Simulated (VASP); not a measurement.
Here is a VASP 6.6.1 calculation.

INCAR

```
SYSTEM = Sn
PREC = Accurate
ENCUT = 500
EDIFF = 1E-7
ISMEAR = 0
SIGMA = 0.1
LREAL = .FALSE.
LASPH = .TRUE.
NELM = 120
ALGO = Normal
ISIF = 3
LWAVE = .FALSE.
LCHARG = .FALSE.
GGA = PE
IBRION = 2
NSW = 90
EDIFFG = -0.04
GGA_COMPAT = .FALSE.
NELMIN = 4
```

Contents of KPOINTS:

```
regular mesh
0
G
  3 3 4
  0 0 0
```

The input POSCAR:

```
Sn
1.0
    6.1511416999      0.0000000000      0.0000000000
   -3.0755708500      5.3270449744      0.0000000000
    0.0000000000      0.0000000000      3.7709173030
Sn
3
Direct
    0.0000000000      0.0000000000      0.0000000000
    0.3333333333      0.6666666667      0.5000000000
    0.6666666667      0.3333333333      0.5000000000
```

Potentials or basis: VASP PAW PBE potentials, release 64 (Sn_d).

Run with:

```sh
$ cat potpaw_PBE.64/Sn_d/POTCAR > POTCAR
$ mpirun -np 1 vasp_std > vasp.out
```

**Question.** Estimate the relaxed volume.

**Answer.** 28.71 Å³/atom.

**Question.** What does it give for the band gap on the k mesh?

**Answer.** Zero (bands 21 and 22 overlap by 3.63 eV).

Step by step:
```tsv
step	energy change (eV)	largest force (eV/Å)	pressure (GPa)	volume (Å³)
1	0.0000	0.0000	-7.32	123.56
2	-1.1244	0.0000	-2.83	92.88
3	-1.1856	0.0000	-0.35	87.00
4	-1.1864	0.0000	0.03	86.23
5	-1.1945	0.0000	0.15	86.13
6	-1.2242	0.0000	0.21	85.77
7	-1.2293	0.0000	0.68	84.78
8	-0.9508	0.0000	7.10	81.68
9	-1.2559	0.0000	0.64	84.51
10	-1.2771	0.0000	2.35	83.24
11	-1.3060	0.0000	1.16	83.95
12	-1.3074	0.0000	1.59	83.66
13	-1.3090	0.0000	1.42	83.76
14	-1.3111	0.0000	1.25	84.26
15	-1.3112	0.0000	1.28	84.18
16	-1.3152	0.0000	0.90	84.73
17	-1.3193	0.0000	-0.15	86.38
18	-1.3194	0.0000	-0.01	86.14
```

Caveat: the k points lie up to 0.54 Å⁻¹ apart in the final cell, too coarse for converged energies and pressures of a metal; the volume moved by over 15 % at a fixed basis, so the end points are rough; spin-orbit coupling is left out, which moves the levels of the heavy elements.
